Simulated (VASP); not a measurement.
# Ge5P (F-43m) in VASP: a series of runs, part 2 of 2

VASP 6.6.1. The steps go on from the part before.

## 3. Single point, PBE

This run uses another cell than the first one, of 31.25 Å³/atom.

INCAR

```
PREC     = Accurate       # precision mode
ENCUT    = 520            # plane-wave cutoff, eV
EDIFF    = 1E-6           # SCF threshold, eV
ISMEAR   = 0              # smearing method
SIGMA    = 0.1            # smearing width, eV
LREAL    = False          # projectors in reciprocal space
LASPH    = True           # aspherical terms in the spheres
NELM     = 60             # most SCF steps
ALGO     = Normal         # electronic algorithm
ISIF     = 2              # what is computed and relaxed
LWAVE    = False          # write WAVECAR
LCHARG   = True           # write CHGCAR
GGA      = PE             # functional
LELF     = True           # ELF
LVHAR    = True         
NBANDS   = 46             # bands
```

KPOINTS

```
regular mesh
0
Gamma
  4 4 4
```

POSCAR

```
Ge5P
1.0
    0.0000000000      4.5428452083      4.5428452083
    4.5428452083      0.0000000000      4.5428452083
    4.5428452083      4.5428452083      0.0000000000
Ge P
5 1
Direct
    0.8529417699      0.8529417699      0.8529417699
    0.8529417699      0.8529417699      0.4411746904
    0.8529417699      0.4411746904      0.8529417699
    0.4411746904      0.8529417699      0.8529417699
    0.5000000000      0.5000000000      0.5000000000
    0.0000000000      0.0000000000      0.0000000000
```

Potentials or basis: VASP PAW PBE potentials, release 64 (Ge_d, P).

Command:

```sh
$ cat potpaw_PBE.64/Ge_d/POTCAR potpaw_PBE.64/P/POTCAR > POTCAR
$ mpirun -np 1 vasp_std > vasp.out
```

OUTCAR:

```text
PREC = Accurate
   ENCUT = 520
   EDIFF = 1E-6
   ISMEAR = 0
   LREAL = False
   LASPH = True
   NELM = 60
   ISIF = 2
   GGA = PE

 ion  position               nearest neighbor table
   1  0.853  0.853  0.853-   6 2.31   3 2.65   4 2.65   2 2.65
   2  0.853  0.853  0.441-   6 2.31   3 2.65   4 2.65   1 2.65
   3  0.853  0.441  0.853-   6 2.31   2 2.65   4 2.65   1 2.65
   4  0.441  0.853  0.853-   6 2.31   2 2.65   3 2.65   1 2.65
   5  0.500  0.500  0.500-
   6  0.000  0.000  0.000-   1 2.31   2 2.31   3 2.31   4 2.31

  LATTYP: Found a face centered cubic cell.
 ALAT       =     9.0856904166

  Lattice vectors:

 A1 = (   0.0000000000,   4.5428452083,   4.5428452083)
 A2 = (   4.5428452083,   0.0000000000,   4.5428452083)
 A3 = (   4.5428452083,   4.5428452083,   0.0000000000)

Analysis of symmetry for initial positions (statically):
=====================================================================
 Subroutine PRICEL returns:
 Original cell was already a primitive cell.

 Routine SETGRP: Setting up the symmetry group for a
 face centered cubic supercell.

 Subroutine GETGRP returns: Found 24 space group operations
 (whereof 24 operations were pure point group operations)
 out of a pool of 48 trial point group operations.

The static configuration has the point symmetry T_d .

Analysis of symmetry for dynamics (positions and initial velocities):
=====================================================================
 Subroutine PRICEL returns:
 Original cell was already a primitive cell.

 Routine SETGRP: Setting up the symmetry group for a
 face centered cubic supercell.

 Subroutine GETGRP returns: Found 24 space group operations
 (whereof 24 operations were pure point group operations)
 out of a pool of 48 trial point group operations.

[... 108 lines left out ...]
   IALGO  =     38    algorithm
   IMIX   =      4    mixing-type and parameters
     AMIX     =   0.40;   BMIX     =  1.00
     AMIX_MAG =   1.60;   BMIX_MAG =  1.00
  volume/ion in A,a.u.               =      31.25       210.89
  Fermi-wavevector in a.u.,A,eV,Ry     =   1.206213  2.279412 19.795792  1.454950
  Thomas-Fermi vector in A             =   2.341887
   LORBIT       =      0    0 simple, 1 ext, 2 COOP (PROOUT), +10 PAW based schemes
   GGA     = PE    functional components
   LHFCALC =     F    Hartree Fock is set to
   AEXX    =    0.0000 exact exchange contribution
   IVDW    =     0    specifies the selected vdW correction
   LEPSILON=     F    determine dielectric tensor
   LRPA    =     F    only Hartree local field effects (RPA)
 non-spin polarized calculation
 Gauss-broadening in eV      SIGMA  =   0.10
  energy-cutoff  :      520.00
  volume of cell :      187.51
 maximum number of plane-waves:      5092
   NGX = 23   NGY = 23   NGZ = 23

 number of electron      75.0000027 magnetization

 Free energy of the ion-electron system (eV)
  ---------------------------------------------------
  ext. energy  EPLUGINS =         0.00000000
  ---------------------------------------------------
  free energy    TOTEN  =       -22.60100663 eV

  energy without entropy =      -22.56529283  energy(sigma->0) =      -22.58314973

 E-fermi :   2.2969     XC(G=0):  -8.2555

 val. band max:        2.2949816104   @ k =   0.0000   0.0000   0.0000
 cond. band min:       2.3584089383   @ k =   0.5000   0.2500   0.0000
 fundamental gap:      0.0634273279
 Fermi energy:         2.2969281552

 k-point     1 :       0.0000    0.0000    0.0000
  band No.  band energies     occupation
      1     -22.8197      2.00000
      2     -22.8197      2.00000
      3     -22.8197      2.00000
      4     -22.8195      2.00000
      5     -22.8195      2.00000
      6     -22.5410      2.00000
[... 381 lines left out ...]
     45       4.8984      0.00000
     46       7.3658      0.00000

------------------------ aborting loop because EDIFF is reached ----------------------------------------

  FORCE on cell =-STRESS in cart. coord.  units (eV):
  Direction    XX          YY          ZZ          XY          YZ          ZX
  --------------------------------------------------------------------------------------
  -------------------------------------------------------------------------------------
  Total        0.1524879      0.1524879      0.1524879      0.0000000      0.0000000      0.0000000
  in kB        1.3029631      1.3029631      1.3029631      0.0000000      0.0000000      0.0000000
  external PRESSURE =       1.3029631 kB  Pullay stress =       0.0000000 kB

 VOLUME and BASIS-vectors are now :
 -----------------------------------------------------------------------------
  energy-cutoff  :      520.00
  volume of cell :      187.51
      direct lattice vectors                 reciprocal lattice vectors
     0.000000000  4.542845208  4.542845208    -0.110063182  0.110063182  0.110063182
     4.542845208  0.000000000  4.542845208     0.110063182 -0.110063182  0.110063182
     4.542845208  4.542845208  0.000000000     0.110063182  0.110063182 -0.110063182

 POSITION                                       TOTAL-FORCE (eV/Angst)
 -----------------------------------------------------------------------------------
      7.74956      7.74956      7.74956         0.029057      0.029057      0.029057
      5.87897      5.87897      7.74956        -0.029057     -0.029057      0.029057
      5.87897      7.74956      5.87897        -0.029057      0.029057     -0.029057
      7.74956      5.87897      5.87897         0.029057     -0.029057     -0.029057
      4.54285      4.54285      4.54285        -0.000000      0.000000      0.000000
      0.00000      0.00000      0.00000         0.000000      0.000000      0.000000
 -----------------------------------------------------------------------------------
    total drift:                               -0.000002     -0.000002     -0.000002

  FREE ENERGIE OF THE ION-ELECTRON SYSTEM (eV)
  ---------------------------------------------------
  free  energy   TOTEN  =       -22.6010066327 eV

  energy  without entropy=      -22.5652928327  energy(sigma->0) =      -22.58314973
```

stdout:

```text
POSCAR found type information on POSCAR GeP
 POSCAR found :  2 types and       6 ions
 scaLAPACK will be used
 LDA part: xc-table for (Slater+PW92), standard interpolation
 POSCAR, INCAR and KPOINTS ok, starting setup
 FFT: planning ... GRIDC
 FFT: planning ... GRID_SOFT
 FFT: planning ... GRID
 WAVECAR not read
 entering main loop
```

It took 88 s on 1 thread of Oxide Virtual Turin-like, shared host; peak memory 0.29 GiB.

Results:

| Property | Result |
| --- | --- |
| Free energy | -22.6010 eV |
| Pressure | 0.1 GPa |
| Largest force | 0.050 eV/Å |
| Band gap on the k mesh | zero (an odd number of electrons rules out a gap without spin polarisation) |

Forces on the atoms (eV/Å):
```
Ge   0.029  0.029  0.029
Ge  -0.029 -0.029  0.029
Ge  -0.029  0.029 -0.029
Ge   0.029 -0.029 -0.029
Ge   0.000  0.000  0.000
P    0.000  0.000  0.000
```

Levels at points of the mesh, in eV from the Fermi level:
```
           k point  band 36  band 37  band 38  band 39  band 40  band 41
(0.00, 0.00, 0.00)    -0.95     0.00     0.00     0.00     0.87     3.52
(0.50, 0.00, 0.00)    -0.66    -0.46    -0.28    -0.28     0.52     2.46
(0.50, 0.50, 0.00)    -0.71    -0.71    -0.24     0.19     0.78     1.38
```

## 4. Relaxation of cell and atoms, PBE

INCAR

```
  PREC = Accurate
  ENCUT = 600
  EDIFF = 1E-7
  ISMEAR = 0
  SIGMA = 0.1
  LREAL = F
  LASPH = T
  NELM = 60
  ALGO = Normal
  ISIF = 3
  LWAVE = F
  LCHARG = F
  GGA = PE
  IBRION = 2
  NSW = 90
  EDIFFG = -0.04
```

KPOINTS is that of step 3.

POSCAR

```
Ge5P
1.0
    0.0000000000      4.0232365700      4.0232365700
    4.0232365700      0.0000000000      4.0232365700
    4.0232365700      4.0232365700      0.0000000000
Ge P
5 1
Direct
    0.8468805200      0.8468805200      0.8468805200
    0.8468805200      0.8468805200      0.4593584300
    0.8468805200      0.4593584300      0.8468805200
    0.4593584300      0.8468805200      0.8468805200
    0.5000000000      0.5000000000      0.5000000000
    0.0000000000      0.0000000000      0.0000000000
```

Command:

```sh
$ cat potpaw_PBE.64/Ge_d/POTCAR potpaw_PBE.64/P/POTCAR > POTCAR
$ mpirun -np 1 vasp_std > vasp.out
```

It took 11 min on 1 thread of Oxide Virtual Turin-like, shared host; peak memory 0.31 GiB.

The run converged. Its results:

| Item | Value |
| --- | --- |
| Free energy | -22.5845 eV |
| Relaxed volume | 31.20 Å³/atom |
| Relaxed cell | a = 6.421 Å, b = 6.421 Å, c = 6.421 Å, α = 60.00°, β = 60.00°, γ = 60.00° |
| Space group after relaxing (to 0.1 Å) | F-43m (No. 216) |
| Energy gained by relaxing | 706.7 meV/atom |
| Ionic steps | 10 |
| Pressure after relaxing | 0.1 GPa |
| Largest force after relaxing | 0.033 eV/Å |
| Band gap on the k mesh | zero (an odd number of electrons rules out a gap without spin polarisation) |

Forces on the atoms (eV/Å):
```
Ge  -0.019 -0.019 -0.019
Ge   0.019  0.019 -0.019
Ge   0.019 -0.019  0.019
Ge  -0.019  0.019  0.019
Ge   0.000  0.000  0.000
P    0.000  0.000  0.000
```

The path:
| step | energy change (eV) | largest force (eV/Å) | pressure (GPa) | volume (Å³) |
| --- | --- | --- | --- | --- |
| 1 | 0.0000 | 6.0593 | 29.05 | 130.24 |
| 2 | -2.8216 | 2.3956 | -0.09 | 219.40 |
| 3 | -3.6401 | 2.2038 | 5.13 | 170.28 |
| 4 | -3.6226 | 2.3988 | 3.83 | 177.40 |
| 5 | -3.6376 | 2.3303 | 4.34 | 174.35 |
| 6 | -4.1521 | 0.2506 | -1.76 | 200.72 |
| 7 | -4.1733 | 0.5192 | -0.98 | 195.56 |
| 8 | -4.2287 | 0.2561 | -0.37 | 190.50 |
| 9 | -4.2402 | 0.0453 | 0.08 | 187.34 |
| 10 | -4.2402 | 0.0334 | 0.10 | 187.18 |

Final structure:
```
Ge P
1.0
     0.00000    4.54022    4.54022
     4.54022    0.00000    4.54022
     4.54022    4.54022    0.00000
Ge P
5 1
Direct
  0.85322 0.85322 0.85322
  0.85322 0.85322 0.44033
  0.85322 0.44033 0.85322
  0.44033 0.85322 0.85322
  0.50000 0.50000 0.50000
  0.00000 0.00000 0.00000
```

Levels at points of the mesh, in eV from the Fermi level:
```
           k point  band 36  band 37  band 38  band 39  band 40  band 41
(0.00, 0.00, 0.00)    -0.95     0.00     0.00     0.00     0.90     3.52
(0.50, 0.00, 0.00)    -0.67    -0.46    -0.28    -0.28     0.53     2.46
(0.50, 0.50, 0.00)    -0.72    -0.72    -0.24     0.20     0.79     1.36
```

Caveat: the volume moved by over 15 % at a fixed basis, so the end points are rough.

## 5. Single point, PBE

This run uses another cell than the first one, of 31.52 Å³/atom.

INCAR

```
SYSTEM = Ge5P
ALGO = Normal
EDIFF = 1E-6
ENCUT = 520
GGA = PE
ISIF = 2
ISMEAR = 0
LASPH = .TRUE.
LCHARG = .FALSE.
LREAL = .FALSE.
LWAVE = .FALSE.
NBANDS = 46
NELM = 60
PREC = Accurate
SIGMA = 0.1
```

KPOINTS

```
k-points
0
G
  8 8 8
  0 0 0
```

POSCAR

```
Ge5P
1.0
    0.0000000000      4.5558365360      4.5558365360
    4.5558365360      0.0000000000      4.5558365360
    4.5558365360      4.5558365360      0.0000000000
Ge P
5 1
Direct
    0.1468364613      0.5594906162      0.1468364613
    0.1468364613      0.1468364613      0.1468364613
    0.5594906162      0.1468364613      0.1468364613
    0.1468364613      0.1468364613      0.5594906162
    0.5000000000      0.5000000000      0.5000000000
    0.0000000000      0.0000000000      0.0000000000
```

Command:

```sh
$ cat potpaw_PBE.64/Ge_d/POTCAR potpaw_PBE.64/P/POTCAR > POTCAR
$ mpirun -np 1 vasp_std > vasp.out
```

Run time: 3.9 min. Hardware: 1 thread of Oxide Virtual Turin-like, shared host; peak memory 0.37 GiB.

Results (log left out):

* Free energy: -22.5637 eV
* Pressure: 0.0 GPa
* Largest force: 0.013 eV/Å
* Band gap on the k mesh: zero (an odd number of electrons rules out a gap without spin polarisation)

Forces on the atoms (eV/Å):
```
Ge   0.008 -0.008  0.008
Ge  -0.008 -0.008 -0.008
Ge  -0.008  0.008  0.008
Ge   0.008  0.008 -0.008
Ge   0.000  0.000  0.000
P    0.000  0.000  0.000
```

Levels at points of the mesh, in eV from the Fermi level:
```tsv
k point	band 35	band 36	band 37	band 38	band 39	band 40
(0.00, 0.00, 0.00)	-0.93	-0.93	-0.01	-0.01	-0.01	0.87
(0.50, 0.00, 0.00)	-0.66	-0.66	-0.48	-0.27	-0.27	0.52
(0.50, 0.50, 0.00)	-1.32	-0.73	-0.73	-0.26	0.20	0.78
```

## 6. Relaxation of cell and atoms, PBE

This run uses another cell than the first one, of 31.25 Å³/atom.

INCAR

```
SYSTEM = Ge5P
PREC = Accurate
ENCUT = 600
EDIFF = 1E-6
ISMEAR = 0
SIGMA = 0.1
LREAL = .FALSE.
LASPH = .TRUE.
NELM = 100
ALGO = Normal
ISIF = 3
LWAVE = .FALSE.
LCHARG = .FALSE.
GGA = PE
IBRION = 2
NSW = 100
EDIFFG = -0.01
```

KPOINTS

```
regular mesh
0
G
  8 8 8
  0 0 0
```

POSCAR

```
Ge5P
1.0
    0.0000000000      4.5428452083      4.5428452083
    4.5428452083      0.0000000000      4.5428452083
    4.5428452083      4.5428452083      0.0000000000
Ge P
5 1
Direct
    0.1470582301      0.5588253096      0.1470582301
    0.1470582301      0.1470582301      0.1470582301
    0.5588253096      0.1470582301      0.1470582301
    0.1470582301      0.1470582301      0.5588253096
    0.5000000000      0.5000000000      0.5000000000
    0.0000000000      0.0000000000      0.0000000000
```

Potentials or basis: VASP PAW PBE potentials, release 64 (Ge_d, P).

Command:

```sh
$ cat potpaw_PBE.64/Ge_d/POTCAR potpaw_PBE.64/P/POTCAR > POTCAR
$ mpirun -np 1 vasp_std > vasp.out
```

It took 20 min on 1 thread of Oxide Virtual Turin-like, shared host; peak memory 0.53 GiB.

It converged, with:

- Free energy: -22.5639 eV
- Relaxed volume: 31.54 Å³/atom
- Relaxed cell: a = 6.444 Å, b = 6.444 Å, c = 6.444 Å, α = 60.00°, β = 60.00°, γ = 60.00°
- Space group after relaxing (to 0.1 Å): F-43m (No. 216)
- Energy gained by relaxing: 0.3 meV/atom
- Ionic steps: 5
- Pressure after relaxing: 0.0 GPa
- Largest force after relaxing: 0.009 eV/Å
- Band gap on the k mesh: zero (an odd number of electrons rules out a gap without spin polarisation)

Forces in eV/Å, atoms in the order of the input:
```
Ge  -0.005  0.005 -0.005
Ge   0.005  0.005  0.005
Ge   0.005 -0.005 -0.005
Ge  -0.005 -0.005  0.005
Ge   0.000  0.000  0.000
P    0.000  0.000  0.000
```

Step by step:
| step | energy change (eV) | largest force (eV/Å) | pressure (GPa) | volume (Å³) |
| --- | --- | --- | --- | --- |
| 1 | 0.0000 | 0.0724 | 0.24 | 187.51 |
| 2 | -0.0017 | 0.0117 | 0.20 | 188.78 |
| 3 | 0.0005 | 0.0761 | -0.24 | 190.80 |
| 4 | -0.0016 | 0.0214 | -0.10 | 189.53 |
| 5 | -0.0017 | 0.0090 | -0.04 | 189.24 |

Final structure:
```
CELL_PARAMETERS angstrom
0.00000 4.55680 4.55680
4.55680 0.00000 4.55680
4.55680 4.55680 0.00000
ATOMIC_POSITIONS crystal
Ge 0.14675 0.55974 0.14675
Ge 0.14675 0.14675 0.14675
Ge 0.55974 0.14675 0.14675
Ge 0.14675 0.14675 0.55974
Ge 0.50000 0.50000 0.50000
P 0.00000 0.00000 0.00000
```

Levels at points of the mesh, in eV from the Fermi level:
| k point | band 35 | band 36 | band 37 | band 38 | band 39 | band 40 |
| --- | --- | --- | --- | --- | --- | --- |
| (0.00, 0.00, 0.00) | -0.93 | -0.93 | -0.01 | -0.01 | -0.01 | 0.87 |
| (0.50, 0.00, 0.00) | -0.66 | -0.66 | -0.48 | -0.27 | -0.27 | 0.52 |
| (0.50, 0.50, 0.00) | -1.31 | -0.73 | -0.73 | -0.26 | 0.20 | 0.78 |

## 7. The runs side by side

| task | cell | k mesh | cutoff (eV) | gap on the mesh (eV) | pressure (GPa) | relaxed volume (Å³/atom) | largest force (eV/Å) |
| --- | --- | --- | --- | --- | --- | --- | --- |
| single point | a = 5.690 Å, angles 60.0°, 6 atoms, atomic positions A | 4 × 4 × 4 | 520 | none | 29.0 | - | 6.06 |
| single point | a = 6.425 Å, angles 60.0°, 6 atoms, atomic positions B | 4 × 4 × 4 | 520 | none | 0.1 | - | 0.05 |
| relaxation of cell and atoms | relaxed from a = 5.690 Å, angles 60.0°, 6 atoms, atomic positions A | 4 × 4 × 4 | 600 | none | 0.1 | 31.20 | 0.03 |
| single point | a = 6.443 Å, angles 60.0°, 6 atoms, atomic positions B | 8 × 8 × 8 | 520 | none | 0.0 | - | 0.01 |
| relaxation of cell and atoms | relaxed from a = 6.425 Å, angles 60.0°, 6 atoms, atomic positions B | 8 × 8 × 8 | 600 | none | 0.0 | 31.54 | 0.01 |

Alike in all rows: level PBE; potentials or basis VASP PAW PBE potentials, release 64 (Ge_d, P); no spin polarisation; smearing gaussian 0.1 eV.

Caveats: the cell stands under pressure (at least some runs); forces of over 1 eV/Å act on the atoms, so gaps and moduli don't describe the material at rest (at least some runs); the volume moved by over 15 % at a fixed basis, so the end points are rough (at least some runs).

Total energies depend on the potentials used, so only differences within one code and one set of settings carry meaning.
